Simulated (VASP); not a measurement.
Write the native input for VASP 6.6.1 that does the following.

* Task: single point
* Functional: PBEsol
* Potentials or basis: VASP PAW PBE potentials, release 64 (Ag)
* Cutoff: 520 eV
* k mesh: 20 × 20 × 20
* Occupations: gaussian, width 0.15 eV
* Spin: no spin polarisation
* Dipole correction: no
* Further INCAR settings: ALGO = Fast; EDIFF = 1e-06; NBANDS = 12

The structure of Ag lies in POSCAR:

```
Ag
1.0
    0.0000000000      2.0431000000      1.9409450000
    2.0431000000      0.0000000000      1.9409450000
    2.0431000000      2.0431000000      0.0000000000
Ag
1
Direct
    0.0000000000      0.0000000000      0.0000000000
```

This cell differs from its parent crystal: strain -0.0500 x Voigt [0, 0, 1, 0, 0, 0].

The input as run:

INCAR

```
ALGO = Fast
EDIFF = 1E-6
ENCUT = 520
GGA = PS
ISIF = 2
ISMEAR = 0
LASPH = T
LCHARG = T
LELF = T
LREAL = F
LVHAR = T
LWAVE = F
NBANDS = 12
NELM = 80
PREC = Accurate
SIGMA = 0.15
```

KPOINTS

```
k-points
0
Gamma
  20 20 20
```

Potentials or basis: VASP PAW PBE potentials, release 64 (Ag).

Run with:

```console
$ cat potpaw_PBE.64/Ag/POTCAR > POTCAR
$ mpirun -np 1 vasp_std > vasp.out
```

It gave:

* Pressure: 3.5 GPa

Caveat: the cell differs from its parent crystal (strain -0.0500 x Voigt [0, 0, 1, 0, 0, 0]); the PAW data sets were made with another functional, which shifts forces and pressure a little.

Wall time 62 s on 1 thread of Intel(R) Xeon(R) Platinum 8488C (Sapphire Rapids), on a shared host, peak memory 0.24 GiB.
